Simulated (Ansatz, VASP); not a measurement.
## Sb in VASP and in Ansatz

INCAR

```
SYSTEM = Sb
PREC     = Accurate       ! precision mode
ENCUT    = 520            ! plane-wave cutoff, eV
EDIFF    = 1E-7           ! SCF threshold, eV
ISMEAR   = -1             ! smearing method
SIGMA    = 0.05           ! smearing width, eV
LREAL    = .False.        ! projectors in reciprocal space
LASPH    = .True.         ! aspherical terms in the spheres
NELM     = 100            ! most SCF steps
ALGO     = Normal         ! electronic algorithm
ISIF     = 2              ! what is computed and relaxed
LWAVE    = .False.        ! write WAVECAR
LCHARG   = .False.        ! write CHGCAR
LDIPOL   = .True.       
IDIPOL   = 3            
DIPOL    = 0.5 0.5 0.500
GGA      = PS             ! functional
NBANDS   = 24             ! bands
```

KPOINTS

```
regular mesh
0
Gamma
  9 9 1
  0 0 0
```

Contents of POSCAR:

```
Sb
1.0
    3.3690001795      0.0000000000      0.0000000000
   -1.6845000897      2.9176397408      0.0000000000
    0.0000000000      0.0000000000     28.3250000000
Sb
6
Direct
    0.6666666667      0.3333333334      0.2647837599
    0.3333333333      0.6666666666      0.3588702560
    0.6666666667      0.3333333334      0.4529567520
    0.3333333333      0.6666666666      0.5470432480
    0.6666666667      0.3333333334      0.6411297440
    0.3333333333      0.6666666666      0.7352162401
```

Contents of input.yaml:

```yaml
crystal:
  lattice:
    - [3.3690001795, 0.0, 0.0]
    - [-1.6845000897, 2.9176397408, 0.0]
    - [0.0, 0.0, 28.325]
  atoms:
    - { symbol: Sb, position: [0.6666666667, 0.3333333334, 0.2647837599] }
    - { symbol: Sb, position: [0.3333333333, 0.6666666666, 0.358870256] }
    - { symbol: Sb, position: [0.6666666667, 0.3333333334, 0.452956752] }
    - { symbol: Sb, position: [0.3333333333, 0.6666666666, 0.547043248] }
    - { symbol: Sb, position: [0.6666666667, 0.3333333334, 0.641129744] }
    - { symbol: Sb, position: [0.3333333333, 0.6666666666, 0.7352162401] }
hamiltonian:
  xc: pbesol
  pseudopotentials: { kind: paw }
kpoints:
  mp_grid: { grid: [9, 9, 1] }
scf:
  occupations: { method: fermi_dirac, width: 0.05 }
  n_extra_bands: 15
output:
  forces: true
  eigenvalues: true
  dos: { projected: true, de: 0.05, nscf_kmesh: { grid: [14, 14, 1] } }
  write_density: true
  write_potential: true
  elf: true
  volumetric_format: npy
efield:
  axis: 3
  dipole_correction: true
  ramp_width: 0.04
```

Alike in both runs: functional PBEsol; k mesh 9 × 9 × 1; occupations fermi-dirac, width 0.05 eV; no spin polarisation.

```csv
,VASP,Ansatz
version,VASP 6.6.1,Ansatz 0.2.0
potentials or method,"VASP PAW PBE potentials, release 64 (Sb)",Ansatz PAW
plane-wave cutoff (eV),520,420
valence electrons in the cell,30,90
task,single point,projected density of states
```

|  | VASP | Ansatz | Ansatz less VASP |
| --- | --- | --- | --- |
| gap on the k mesh at the Fermi level (eV) | none | none | - |
| rms of the force components (eV/Å) | 0.152 | 0.152 | -0.0005 |

VASP's potentials were made for PBE, not for PBEsol. Atom by atom the forces differ by 0.001 eV/Å (rms over components). A gap of «none» marks a metal or a gap that the smearing closes. VASP's potentials hold 30 valence electrons a cell and Ansatz's 90, so a difference there can come from the potentials and not from the codes.

Spin-orbit coupling is off throughout.
